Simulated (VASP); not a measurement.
# La (I4_1/amd) in VASP: a series of runs

La is run at these levels: PBE; tasks: relaxation of cell and atoms, single point.

All numbers are computed with VASP 6.6.1; they aren't measurements. Logs are shortened: lines on timing, memory, paths and dates and some standing lists are left out, and cuts for length are marked.

### 1 The cell of the first run

The structure is tetragonal, space group I4_1/amd (No. 141). Conventional cell: a = 5.123 Å, b = 5.123 Å, c = 2.818 Å, α = 90.00°, β = 90.00°, γ = 90.00°. La (site symmetry -4m2) has 10 La at 2.66 to 3.32 Å within 3.5 Å.

### 2 Relaxation of cell and atoms, PBE, target pressure 65 GPa, at which the enthalpy is minimised

The input, INCAR:

```
SYSTEM = La
ALGO = Normal
EDIFF = 1E-7
EDIFFG = -0.005
ENCUT = 600
GGA = PE
IBRION = 2
ISIF = 3
ISMEAR = -1
LASPH = .True.
LCHARG = .False.
LREAL = .False.
LWAVE = .False.
NELM = 100
NSW = 60
PREC = Accurate
PSTRESS = 650.0
SIGMA = 0.05
```

The input, KPOINTS:

```
k-points
0
Gamma
  15 15 15
  0 0 0
```

The input, POSCAR:

```
La
1.0
   -2.5614865055      2.5614865055      1.4088175780
    2.5614865055     -2.5614865055      1.4088175780
    2.5614865055      2.5614865055     -1.4088175780
La
2
Direct
   -0.3750000000     -0.1250000000     -0.2500000000
    0.3750000000      0.1250000000      0.2500000000
```

Potentials or basis: VASP PAW PBE potentials, release 64 (La).

Launch:

```sh
cat potpaw_PBE.64/La/POTCAR > POTCAR
mpirun -np 1 vasp_std > vasp.out
```

OUTCAR:

```text
SYSTEM = La
   EDIFF = 1E-7
   EDIFFG = -0.005
   ENCUT = 600
   GGA = PE
   IBRION = 2
   ISIF = 3
   ISMEAR = -1
   LASPH = .True.
   LREAL = .False.
   NELM = 100
   NSW = 60
   PREC = Accurate
   PSTRESS = 650.0

 ion  position               nearest neighbor table
   1  0.625  0.875  0.750-   2 2.66   2 2.66   2 2.66   2 2.66   2 3.32   2 3.32   2 3.32   2 3.32

   2  0.375  0.125  0.250-   1 2.66   1 2.66   1 2.66   1 2.66   1 3.32   1 3.32   1 3.32   1 3.32

  LATTYP: Found a body centered tetragonal cell.
 ALAT       =     5.1229730110
 C/A-ratio  =     0.5500000000

  Lattice vectors:

 A1 = (  -2.5614865055,   2.5614865055,   1.4088175780)
 A2 = (   2.5614865055,  -2.5614865055,   1.4088175780)
 A3 = (   2.5614865055,   2.5614865055,  -1.4088175780)

Analysis of symmetry for initial positions (statically):
=====================================================================
 Subroutine PRICEL returns:
 Original cell was already a primitive cell.

 Routine SETGRP: Setting up the symmetry group for a
 body centered tetragonal supercell.

 Subroutine GETGRP returns: Found 16 space group operations
 (whereof  4 operations were pure point group operations)
 out of a pool of 16 trial point group operations.

The static configuration has the point symmetry C_2h.
 The point group associated with its full space group is D_4h.

Analysis of symmetry for dynamics (positions and initial velocities):
=====================================================================
 Subroutine PRICEL returns:
 Original cell was already a primitive cell.

 Routine SETGRP: Setting up the symmetry group for a
 body centered tetragonal supercell.

 Subroutine GETGRP returns: Found 16 space group operations
 (whereof  4 operations were pure point group operations)
 out of a pool of 16 trial point group operations.

The dynamic configuration has the point symmetry C_2h.
 The point group associated with its full space group is D_4h.

 Subroutine INISYM returns: Found 16 space group operations
 (whereof  4 operations are pure point group operations),
 and found     1 'primitive' translations

----------------------------------------------------------------------------------------

                                     Primitive cell

  volume of cell :      36.9742

  direct lattice vectors                    reciprocal lattice vectors
    -2.561486506  2.561486506  1.408817578     0.000000000  0.195199154  0.354907554
[... 115 lines left out ...]
   LEPSILON=     F    determine dielectric tensor
   LRPA    =     F    only Hartree local field effects (RPA)
 conjugate gradient relaxation of ions
 non-spin polarized calculation
  energy-cutoff  :      600.00
  volume of cell :       36.97
 maximum number of plane-waves:      1258
   NGX = 15   NGY = 15   NGZ = 15

--------------------------------------- Ionic step        1  -------------------------------------------

 number of electron      21.9999999 magnetization

 Free energy of the ion-electron system (eV)
  ---------------------------------------------------
  ext. energy  EPLUGINS =         0.00000000
  ---------------------------------------------------
  free energy    TOTEN  =        -5.01127823 eV

  energy without entropy =       -4.99582166  energy(sigma->0) =       -5.00354995

------------------------ aborting loop because EDIFF is reached ----------------------------------------

  FORCE on cell =-STRESS in cart. coord.  units (eV):
  Direction    XX          YY          ZZ          XY          YZ          ZX
  --------------------------------------------------------------------------------------
  -------------------------------------------------------------------------------------
  Total       16.0992497     16.0992497     18.5452205     -0.0000000      0.0000000      0.0000000
  in kB      697.6174284    697.6174284    803.6069541     -0.0000000      0.0000000      0.0000000
  external PRESSURE =      82.9472703 kB  Pullay stress =     650.0000000 kB
[... 97 lines left out ...]
  energy  without entropy=       -5.6446707824  energy(sigma->0) =       -5.65269864

  enthalpy is  TOTEN    =         9.9416349620 eV   P V=       15.6023614527

[... ionic steps 4 to 8 ...]

--------------------------------------- Ionic step        9  -------------------------------------------

 number of electron      21.9999999 magnetization

------------------------ aborting loop because EDIFF is reached ----------------------------------------
[... 71 lines left out ...]
--------------------------------------- Ionic step       11  -------------------------------------------

 number of electron      21.9999999 magnetization

 Free energy of the ion-electron system (eV)
  ---------------------------------------------------
  ext. energy  EPLUGINS =         0.00000000
  ---------------------------------------------------
  free energy    TOTEN  =        -5.58570838 eV

  energy without entropy =       -5.57031281  energy(sigma->0) =       -5.57801060

 E-fermi :  16.2599     XC(G=0): -12.5743

 val. band max:       16.2438532814   @ k =  -0.2000   0.4000   0.1333
 cond. band min:      16.2610449282   @ k =  -0.3333  -0.3333   0.3333
 fundamental gap:      0.0171916468
 Fermi energy:        16.2598905154

 k-point     1 :       0.0000    0.0000    0.0000
  band No.  band energies     occupation
      1     -17.9066      2.00000
      2     -14.1650      2.00000
      3      -2.7802      2.00000
      4      -2.7802      2.00000
      5       2.4985      2.00000
      6       2.6324      2.00000
      7       3.3576      2.00000
      8       3.3576      2.00000
      9      10.7378      2.00000
     10      15.0434      2.00000
     11      15.1083      2.00000
     12      15.4216      2.00000
     13      16.7498      0.00011
     14      17.3928      0.00000
[... 401 lines left out ...]
      2     -14.2168      2.00000
      3      -2.4918      2.00000
      4      -2.0503      2.00000
      5      -0.9900      2.00000
      6      -0.6722      2.00000
      7       2.7678      2.00000
      8       3.0334      2.00000
      9      12.4098      2.00000
     10      13.5624      2.00000
     11      14.0898      2.00000
     12      17.0726      0.00000
     13      17.8860      0.00000
     14      18.5666      0.00000
     15      19.0328      0.00000

 [... further k-points ...]

------------------------ aborting loop because EDIFF is reached ----------------------------------------

  FORCE on cell =-STRESS in cart. coord.  units (eV):
  Direction    XX          YY          ZZ          XY          YZ          ZX
  --------------------------------------------------------------------------------------
  -------------------------------------------------------------------------------------
  Total       15.5147490     15.5147490     15.5158158      0.0000000     -0.0000000      0.0000000
  in kB      650.1486695    650.1486695    650.1933732      0.0000000     -0.0000000      0.0000000
  external PRESSURE =       0.1635708 kB  Pullay stress =     650.0000000 kB
[... 21 lines left out ...]
  energy  without entropy=       -5.5703128085  energy(sigma->0) =       -5.57801060

  enthalpy is  TOTEN    =         9.9254928347 eV   P V=       15.5112012175

 reached required accuracy - stopping structural energy minimisation
```

OSZICAR:

```text
N       E                     dE             d eps       ncg     rms          rms(c)
DAV:   1     0.234311429520E+03    0.23431E+03   -0.85231E+03  8872   0.257E+03
DAV:   2     0.328716183759E+02   -0.20144E+03   -0.19897E+03 13539   0.422E+02
DAV:   3    -0.137443832397E+01   -0.34246E+02   -0.33021E+02 15584   0.191E+02
DAV:   4    -0.518335244991E+01   -0.38089E+01   -0.36707E+01 16936   0.527E+01
[... 101 lines left out ...]
       N       E                     dE             d eps       ncg     rms          rms(c)
DAV:   1    -0.558571425944E+01   -0.10145E-02   -0.32652E-04 15247   0.460E-01    0.125E-02
DAV:   2    -0.558570977317E+01    0.44863E-05   -0.14185E-05 15408   0.483E-02    0.566E-03
DAV:   3    -0.558570842836E+01    0.13448E-05   -0.61403E-06 16832   0.330E-02    0.137E-03
DAV:   4    -0.558570838278E+01    0.45586E-07   -0.19646E-07 10537   0.502E-03
  11 F= 0.99254928E+01 E0= 0.99331906E+01  d E =-.491016E-05
```

CONTCAR:

```text
La
   1.00000000000000
    -2.5561238877248540    2.5561238877248535    1.4629142429622708
     2.5561238877248540   -2.5561238877248535    1.4629142429622708
     2.5561238877248540    2.5561238877248535   -1.4629142429622708
  La
     2
Direct
     0.6250000000000000    0.8750000000000000    0.7500000000000000
     0.3750000000000000    0.1250000000000000    0.2500000000000000

  0.00000000E+00  0.00000000E+00  0.00000000E+00
  0.00000000E+00  0.00000000E+00  0.00000000E+00
```

Run time: 9.6 min. Hardware: 1 thread of Intel Xeon 6975P-C (Granite Rapids), shared host; peak memory 0.36 GiB.

Results:

- Free energy: -5.5857 eV
- Relaxed volume: 19.12 Å³/atom
- Relaxed cell: a = 3.900 Å, b = 3.900 Å, c = 3.900 Å, α = 98.09°, β = 98.09°, γ = 135.93°
- Space group after relaxing (to 0.1 Å): I4_1/amd (No. 141)
- Energy change on relaxing (the run minimises the enthalpy): -287.2 meV/atom
- Ionic steps: 11
- Pressure after relaxing: 65.0 GPa
- Band gap on the k mesh: zero (bands 11 and 12 overlap by 2.80 eV)

Step by step:
| step | energy change (eV) | largest force (eV/Å) | pressure (GPa) | volume (Å³) |
| --- | --- | --- | --- | --- |
| 1 | 0.0000 | 0.0000 | 73.29 | 36.97 |
| 2 | -1.9093 | 0.0000 | 41.82 | 42.29 |
| 3 | -0.6494 | 0.0000 | 62.27 | 38.46 |
| 4 | -0.6181 | 0.0000 | 62.80 | 38.38 |
| 5 | -0.4805 | 0.0000 | 68.10 | 38.04 |
| 6 | -0.5689 | 0.0000 | 65.11 | 38.22 |
| 7 | -0.5703 | 0.0000 | 65.06 | 38.22 |
| 8 | -0.5836 | 0.0000 | 64.83 | 38.26 |
| 9 | -0.5763 | 0.0000 | 64.96 | 38.24 |
| 10 | -0.5734 | 0.0000 | 65.05 | 38.23 |
| 11 | -0.5744 | 0.0000 | 65.02 | 38.23 |

Final structure:
```xyz
2
Lattice="-2.5561 2.5561 1.4629 2.5561 -2.5561 1.4629 2.5561 2.5561 -1.4629" Properties=species:S:1:pos:R:3 pbc="T T T"
La    2.5561    1.2781    1.0972
La    0.0000    1.2781    0.3657
```

Caveat: the cell is relaxed towards a set pressure, so the run minimises the enthalpy, not the energy; spin-orbit coupling is left out, which moves the levels of the heavy elements.

[end of part 1 of 3]
